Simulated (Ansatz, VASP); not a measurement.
## Zn in VASP and in Ansatz

```
Zn
1.0
     4.41325    0.00000    0.00000
    -2.20662    3.82198    0.00000
     0.00000    0.00000    2.70532
Zn
3
Direct
  0.00000 0.00000 0.00000
  0.33333 0.66667 0.50000
  0.66667 0.33333 0.50000
```

Alike in both runs: task relaxation of cell and atoms; functional LDA; k mesh 8 × 8 × 12; occupations fermi-dirac, width 0.1 eV; no spin polarisation.

|  | VASP | Ansatz |
| --- | --- | --- |
| version | VASP 6.6.1 | Ansatz 0.2.0 |
| potentials or method | VASP PAW LDA potentials, release 64 (Zn), cutoff 600 eV | plane waves (420 eV) with PAW, scalar-relativistic |
| valence electrons in the cell | 36 | 36 |

```csv
,VASP,Ansatz,Ansatz less VASP
relaxed volume (Å³/atom),13.95,13.87,-0.083
relaxed cell length with the largest relative difference (Å),4.297,4.289,-0.0088
```

Ansatz warns that its potentials were made for another functional, while VASP's fit it. LDA's correlation is that of Perdew and Zunger in VASP and of Perdew and Wang (1992) in Ansatz.
